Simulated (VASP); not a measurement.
# AlN (P6_3mc) in VASP: further runs

AlN is run at these levels: PBE; tasks: single point.

Everything below comes from runs of VASP 6.6.1. Logs are shortened: lines on timing, memory, paths and dates and some standing lists are left out, and cuts for length are marked.

### Step 1. The cell of the first run

It takes space group P6_3mc (No. 186, hexagonal). Conventional cell: a = 3.064 Å, b = 3.064 Å, c = 5.053 Å, α = 90.00°, β = 90.00°, γ = 120.00°. Al (site symmetry 3m) has 4 N at 1.86 to 1.95 Å within 2.5 Å. N (site symmetry 3m) has 4 Al at 1.86 to 1.95 Å within 2.5 Å.

### Step 2. Single point, PBE (strain -0.015 along x and y, +0.015 along z)

The input, INCAR:

```
SYSTEM = AlN
ALGO = Normal
EDIFF = 1E-7
ENCUT = 520
GGA = PE
ISIF = 2
ISMEAR = 0
LASPH = .TRUE.
LCHARG = .TRUE.
LELF = .TRUE.
LREAL = .FALSE.
LVHAR = .TRUE.
LWAVE = .FALSE.
NBANDS = 16
NELM = 80
PREC = Accurate
SIGMA = 0.05
```

The input, KPOINTS:

```
k-points
0
G
  12 12 6
  0 0 0
```

The input, POSCAR:

```
AlN
1.0
    3.0643371193      0.0000000000      0.0000000000
   -1.5321685597      2.6537937911      0.0000000000
    0.0000000000      0.0000000000      5.0526700000
Al N
2 2
Direct
    0.3333333333      0.6666666667      0.0000000000
    0.6666666667      0.3333333333      0.5000000000
    0.3333333333      0.6666666667      0.3850000000
    0.6666666667      0.3333333333      0.8850000000
```

Potentials or basis: VASP PAW PBE potentials, release 64 (Al, N).

Started as:

```console
> cat potpaw_PBE.64/Al/POTCAR potpaw_PBE.64/N/POTCAR > POTCAR
> mpirun -np 1 vasp_std > vasp.out
```

OUTCAR:

```text
SYSTEM = AlN
   EDIFF = 1E-7
   ENCUT = 520
   GGA = PE
   ISIF = 2
   ISMEAR = 0
   LASPH = .TRUE.
   LREAL = .FALSE.
   NELM = 80
   PREC = Accurate

 ion  position               nearest neighbor table
   1  0.333  0.667  0.000-   4 1.86   4 1.86   4 1.86   3 1.95   2 3.08   2 3.08   2 3.08   2 3.08
                             2 3.08   2 3.08
   2  0.667  0.333  0.500-   3 1.86   3 1.86   3 1.86   4 1.95   1 3.08   1 3.08   1 3.08   1 3.08
                             1 3.08   1 3.08
   3  0.333  0.667  0.385-   2 1.86   2 1.86   2 1.86   1 1.95
   4  0.667  0.333  0.885-   1 1.86   1 1.86   1 1.86   2 1.95

  LATTYP: Found a hexagonal cell.
 ALAT       =     3.0643371193
 C/A-ratio  =     1.6488623162

  Lattice vectors:

 A1 = (   3.0643371193,   0.0000000000,   0.0000000000)
 A2 = (  -1.5321685597,   2.6537937911,   0.0000000000)
 A3 = (   0.0000000000,   0.0000000000,   5.0526700000)

Analysis of symmetry for initial positions (statically):
=====================================================================
 Subroutine PRICEL returns:
 Original cell was already a primitive cell.

 Routine SETGRP: Setting up the symmetry group for a
 hexagonal supercell.

 Subroutine GETGRP returns: Found 12 space group operations
 (whereof  6 operations were pure point group operations)
 out of a pool of 24 trial point group operations.

The static configuration has the point symmetry C_3v.
 The point group associated with its full space group is C_6v.

Analysis of symmetry for dynamics (positions and initial velocities):
=====================================================================
 Subroutine PRICEL returns:
 Original cell was already a primitive cell.

 Routine SETGRP: Setting up the symmetry group for a
 hexagonal supercell.

 Subroutine GETGRP returns: Found 12 space group operations
 (whereof  6 operations were pure point group operations)
 out of a pool of 24 trial point group operations.

The dynamic configuration has the point symmetry C_3v.
 The point group associated with its full space group is C_6v.

 Subroutine INISYM returns: Found 12 space group operations
 (whereof  6 operations are pure point group operations),
 and found     1 'primitive' translations

----------------------------------------------------------------------------------------

                                     Primitive cell

  volume of cell :      41.0889

  direct lattice vectors                    reciprocal lattice vectors
     3.064337119  0.000000000  0.000000000     0.326334852  0.188409515  0.000000000
    -1.532168560  2.653793791  0.000000000     0.000000000  0.376819029  0.000000000
     0.000000000  0.000000000  5.052670000     0.000000000  0.000000000  0.197915162

  length of vectors
     3.064337119  3.064337119  5.052670000     0.376819029  0.376819029  0.197915162

  position of ions in fractional coordinates (direct lattice)
     0.333333333  0.666666667  0.000000000
     0.666666667  0.333333333  0.500000000
     0.333333333  0.666666667  0.385000000
     0.666666667  0.333333333  0.885000000

  ion indices of the primitive-cell ions
   primitive index   ion index
                 1           1
                 2           2
                 3           3
                 4           4

----------------------------------------------------------------------------------------

 KPOINTS: k-points

Automatic generation of k-mesh.
 Grid dimensions read from file:
 generate k-points for:   12   12    6

 Generating k-lattice:

  Cartesian coordinates                     Fractional coordinates (reciprocal lattice)
     0.027194571  0.015700793  0.000000000     0.083333333  0.000000000  0.000000000
     0.000000000  0.031401586  0.000000000     0.000000000  0.083333333  0.000000000
     0.000000000  0.000000000  0.032985860     0.000000000  0.000000000  0.166666667

  Length of vectors
     0.031401586  0.031401586  0.032985860

  Shift w.r.t. Gamma in fractional coordinates (k-lattice)
     0.000000000  0.000000000  0.000000000

 Subroutine IBZKPT returns following result:
 ===========================================

 Found     76 irreducible k-points:

 Following reciprocal coordinates:
            Coordinates               Weight
  0.000000  0.000000  0.000000      1.000000
  0.083333  0.000000  0.000000      6.000000
  0.166667  0.000000  0.000000      6.000000
  0.250000  0.000000  0.000000      6.000000
  0.333333 -0.000000  0.000000      6.000000
  0.416667 -0.000000  0.000000      6.000000
[... 16 lines left out ...]
  0.250000  0.000000  0.166667     12.000000
  0.333333 -0.000000  0.166667     12.000000
 [... further k-points ...]
   k-points           NKPTS =     76   k-points in BZ     NKDIM =     76   number of bands    NBANDS=     16
   number of dos      NEDOS =    301   number of ions     NIONS =      4
   total plane-waves  NPLWV =  23040
   dimension x,y,z NGX =    24 NGY =   24 NGZ =   40
   dimension x,y,z NGXF=    48 NGYF=   48 NGZF=   80
   ions per type =               2   2
   NGX,Y,Z   is equivalent  to a cutoff of  13.02, 13.02, 13.16 a.u.
   NGXF,Y,Z  is equivalent  to a cutoff of  26.04, 26.04, 26.32 a.u.
 SYSTEM =  AlN
   PREC   = accura    normal or accurate (medium, high low for compatibility)
   ISTART =      0    job   : 0-new  1-cont  2-samecut
   ICHARG =      2    charge: 1-file 2-atom 10-const
   ISPIN  =      1    spin polarized calculation?
   LNONCOLLINEAR =      F non collinear calculations
   LSORBIT =      F    spin-orbit coupling
   LASPH  =      T    aspherical Exc in radial PAW
   ENCUT  =  520.0 eV  38.22 Ry    6.18 a.u.   5.70  5.70  9.39*2*pi/ulx,y,z
   NELM   =     80;   NELMIN=  2; NELMDL= -5     # of ELM steps
   EDIFF  = 0.1E-06   stopping-criterion for ELM
   LREAL  =      F    real-space projection
   EDIFFG = 0.1E-05   stopping-criterion for IOM
   NSW    =      0    number of steps for IOM
   IBRION =     -1    ionic relax: 0-MD 1-quasi-New 2-CG
   NFREE  =      0    steps in history (QN), initial steepest desc. (CG)
   ISIF   =      2    stress and relaxation
   ISYM   =      2    0-nonsym 1-usesym 2-fastsym
   POTIM  = 0.5000    time-step for ionic-motion
   TEBEG  =    0.0;   TEEND  =   0.0 temperature during run
   PSTRESS=    0.0 pullay stress
   NELECT =      16.0000    total number of electrons
   NUPDOWN=      -1.0000    fix difference up-down
   EMIN   =  10.00;   EMAX   =-10.00  energy-range for DOS
   EFERMI =   0.00;   METHOD = LEGACY
   ISMEAR =     0;   SIGMA  =   0.05  broadening in eV -4-tet -1-fermi 0-gaus
   EFERMI_NEDOS =   21; number of points for ismear=-14 and -15
   IALGO  =     38    algorithm
   IMIX   =      4    mixing-type and parameters
     AMIX     =   0.40;   BMIX     =  1.00
     AMIX_MAG =   1.60;   BMIX_MAG =  1.00
  volume/ion in A,a.u.               =      10.27        69.32
  Fermi-wavevector in a.u.,A,eV,Ry     =   1.195473  2.259117 19.444859  1.429157
  Thomas-Fermi vector in A             =   2.331438
   LORBIT       =      0    0 simple, 1 ext, 2 COOP (PROOUT), +10 PAW based schemes
   GGA     = PE    functional components
   LHFCALC =     F    Hartree Fock is set to
   AEXX    =    0.0000 exact exchange contribution
   IVDW    =     0    specifies the selected vdW correction
   LEPSILON=     F    determine dielectric tensor
   LRPA    =     F    only Hartree local field effects (RPA)
 non-spin polarized calculation
 Gauss-broadening in eV      SIGMA  =   0.05
  energy-cutoff  :      520.00
  volume of cell :       41.09
 maximum number of plane-waves:      1117
 NGX is ok and might be reduce to    24
   NGX = 11   NGY = 11   NGZ = 19

 number of electron      15.9999998 magnetization

 Free energy of the ion-electron system (eV)
  ---------------------------------------------------
  ext. energy  EPLUGINS =         0.00000000
  ---------------------------------------------------
  free energy    TOTEN  =       -29.70359430 eV

  energy without entropy =      -29.70359430  energy(sigma->0) =      -29.70359430

 E-fermi :   6.5292     XC(G=0): -10.9819

 val. band max:        6.2575761072   @ k =   0.0000   0.0000   0.0000
 cond. band min:      10.6201214928   @ k =   0.0000   0.0000   0.0000
 fundamental gap:      4.3625453856
 Fermi energy:         6.5291925363

 k-point     1 :       0.0000    0.0000    0.0000
  band No.  band energies     occupation
      1      -8.9779      2.00000
      2      -6.9123      2.00000
      3       0.1855      2.00000
      4       5.5267      2.00000
      5       5.5267      2.00000
      6       6.1011      2.00000
[... 8 lines left out ...]
     15      19.7316      0.00000
     16      19.7316      0.00000

 k-point     2 :       0.0833    0.0000    0.0000
  band No.  band energies     occupation
      1      -8.8852      2.00000
      2      -6.8556      2.00000
      3       0.2955      2.00000
      4       5.1049      2.00000
      5       5.4098      2.00000
      6       5.6852      2.00000
[... 8 lines left out ...]
     15      19.5065      0.00000
     16      19.8118      0.00000

 k-point     3 :       0.1667    0.0000    0.0000
  band No.  band energies     occupation
      1      -8.6152      2.00000
      2      -6.6986      2.00000
      3       0.6199      2.00000
      4       4.0712      2.00000
      5       4.7886      2.00000
      6       5.1350      2.00000
[... 8 lines left out ...]
     15      18.8613      0.00000
     16      19.3779      0.00000

 k-point     4 :       0.2500    0.0000    0.0000
  band No.  band energies     occupation
      1      -8.1948      2.00000
      2      -6.4857      2.00000
      3       1.1399      2.00000
      4       2.8574      2.00000
      5       3.7871      2.00000
      6       4.8186      2.00000
[... 8 lines left out ...]
     15      18.5355      0.00000
     16      19.9820      0.00000

 k-point     5 :       0.3333   -0.0000    0.0000
  band No.  band energies     occupation
      1      -7.6790      2.00000
      2      -6.2959      2.00000
      3       1.7545      2.00000
      4       1.8316      2.00000
      5       2.8818      2.00000
      6       4.5428      2.00000
[... 8 lines left out ...]
     15      18.3774      0.00000
     16      21.0656      0.00000

 k-point     6 :       0.4167   -0.0000    0.0000
  band No.  band energies     occupation
      1      -7.1757      2.00000
      2      -6.2259      2.00000
      3       1.0265      2.00000
      4       2.2185      2.00000
      5       2.5564      2.00000
      6       4.3590      2.00000
[... 8 lines left out ...]
     15      18.9459      0.00000
     16      21.3880      0.00000
[... 267 lines left out ...]
 k-point    21 :       0.0833    0.0000    0.1667
  band No.  band energies     occupation
      1      -8.7836      2.00000
      2      -7.0486      2.00000
      3       0.6496      2.00000
      4       5.1376      2.00000
      5       5.3504      2.00000
      6       5.4517      2.00000
[... 8 lines left out ...]
     15      19.2525      0.00000
     16      19.4957      0.00000

 k-point    22 :       0.1667    0.0000    0.1667
  band No.  band energies     occupation
      1      -8.5173      2.00000
      2      -6.8757      2.00000
      3       0.9255      2.00000
      4       4.1237      2.00000
      5       4.5732      2.00000
      6       5.1871      2.00000
[... 8 lines left out ...]
     15      18.9735      0.00000
     16      19.5249      0.00000

 k-point    23 :       0.2500    0.0000    0.1667
  band No.  band energies     occupation
      1      -8.1038      2.00000
      2      -6.6349      2.00000
      3       1.3087      2.00000
      4       2.9982      2.00000
      5       3.6255      2.00000
      6       4.8795      2.00000
[... 8 lines left out ...]
     15      18.7376      0.00000
     16      20.0159      0.00000

 k-point    24 :       0.3333   -0.0000    0.1667
  band No.  band energies     occupation
      1      -7.5997      2.00000
      2      -6.4054      2.00000
      3       1.3791      2.00000
      4       2.2989      2.00000
      5       2.8824      2.00000
      6       4.6097      2.00000
[... 8 lines left out ...]
     15      18.7364      0.00000
     16      20.9469      0.00000

 [... further k-points ...]
[... 5 lines left out ...]
  --------------------------------------------------------------------------------------
  -------------------------------------------------------------------------------------
  Total        3.2354005      3.2354005     -0.4431362     -0.0000000      0.0000000      0.0000000
  in kB      126.1577630    126.1577630    -17.2791811     -0.0000000      0.0000000      0.0000000
  external PRESSURE =      78.3454483 kB  Pullay stress =       0.0000000 kB

 VOLUME and BASIS-vectors are now :
 -----------------------------------------------------------------------------
  energy-cutoff  :      520.00
  volume of cell :       41.09
      direct lattice vectors                 reciprocal lattice vectors
     3.064337119  0.000000000  0.000000000     0.326334852  0.188409515  0.000000000
    -1.532168560  2.653793791  0.000000000     0.000000000  0.376819029  0.000000000
     0.000000000  0.000000000  5.052670000     0.000000000  0.000000000  0.197915162

 POSITION                                       TOTAL-FORCE (eV/Angst)
 -----------------------------------------------------------------------------------
     -0.00000      1.76920      0.00000        -0.000000      0.000000      0.507949
      1.53217      0.88460      2.52633        -0.000000      0.000000      0.507949
     -0.00000      1.76920      1.94528         0.000000      0.000000     -0.507949
      1.53217      0.88460      4.47161        -0.000000     -0.000000     -0.507949
 -----------------------------------------------------------------------------------
    total drift:                                0.000000      0.000000      0.000029

  FREE ENERGIE OF THE ION-ELECTRON SYSTEM (eV)
  ---------------------------------------------------
  free  energy   TOTEN  =       -29.7035943001 eV

  energy  without entropy=      -29.7035943001  energy(sigma->0) =      -29.70359430
```

It took 22 s on 1 thread of Intel Xeon 6975P-C (Granite Rapids), shared host; peak memory 0.17 GiB.

Results:

* Free energy: -29.7036 eV
* Pressure: 7.8 GPa
* Largest force: 0.508 eV/Å
* Band gap on the k mesh: 4.36 eV, direct

Forces in eV/Å, atoms in the order of the input:
```
Al   0.000  0.000  0.508
Al   0.000  0.000  0.508
N    0.000  0.000 -0.508
N    0.000  0.000 -0.508
```

Stress tensor (GPa, compression positive):
```
12.62  0.00  0.00
 0.00 12.62  0.00
 0.00  0.00 -1.73
```

Caveat: the cell differs from its parent crystal (strain -0.015 along x and y, +0.015 along z). A k mesh can miss the band edges.

### Step 3. Single point, PBE (strain -0.015 along x and y, +0.030 along z)

The input, INCAR:

```
SYSTEM = AlN
ALGO = Normal
EDIFF = 1E-6
ENCUT = 520
GGA = PE
ISIF = 2
ISMEAR = 0
LASPH = .True.
LCHARG = .True.
LELF = .True.
LREAL = .False.
LVHAR = .True.
LWAVE = .False.
NBANDS = 16
NELM = 60
PREC = Accurate
SIGMA = 0.05
```

The input, KPOINTS:

```
k-points
0
Gamma
  12 12 6
  0 0 0
```

Edit POSCAR of step 2 so:

```diff
@@ -4,3 +4,3 @@
    -1.5321685597      2.6537937911      0.0000000000
-    0.0000000000      0.0000000000      5.0526700000
+    0.0000000000      0.0000000000      5.1273400000
 Al N
```

Potentials or basis: VASP PAW PBE potentials, release 64 (Al, N).

Started as:

```console
> cat potpaw_PBE.64/Al/POTCAR potpaw_PBE.64/N/POTCAR > POTCAR
> mpirun -np 1 vasp_std > vasp.out
```

Wall time 19 s (1 thread of Intel Xeon 6975P-C (Granite Rapids), shared host); peak memory 0.18 GiB.

It converged, with:

```yaml
Free_energy: -29.6862 eV
Pressure: 5.1 GPa
Largest_force: 0.599 eV/Å
Band_gap_on_the_k_mesh: 4.25 eV, direct
```

Forces on the atoms (eV/Å):
```
Al   0.000  0.000  0.599
Al   0.000  0.000  0.599
N    0.000  0.000 -0.599
N    0.000  0.000 -0.599
```

Stress tensor (GPa, compression positive):
```
11.48  0.00  0.00
 0.00 11.48  0.00
 0.00  0.00 -7.52
```

Levels at points of the mesh, in eV from the valence-band top:
```csv
k point,band 6,band 7,band 8,band 9,band 10,band 11
"(0.00, 0.00, 0.00)",-0.08,-0.08,0.00,4.25,7.23,10.54
"(0.50, 0.00, 0.00)",-1.83,-1.63,-0.64,5.68,6.17,8.27
"(0.00, 0.00, 0.50)",-0.36,-0.36,-0.36,6.77,6.77,10.27
"(0.50, 0.00, 0.50)",-1.34,-1.29,-1.29,5.29,5.29,9.30
```

Caveat: the cell differs from its parent crystal (strain -0.015 along x and y, +0.030 along z). A k mesh can miss the band edges.
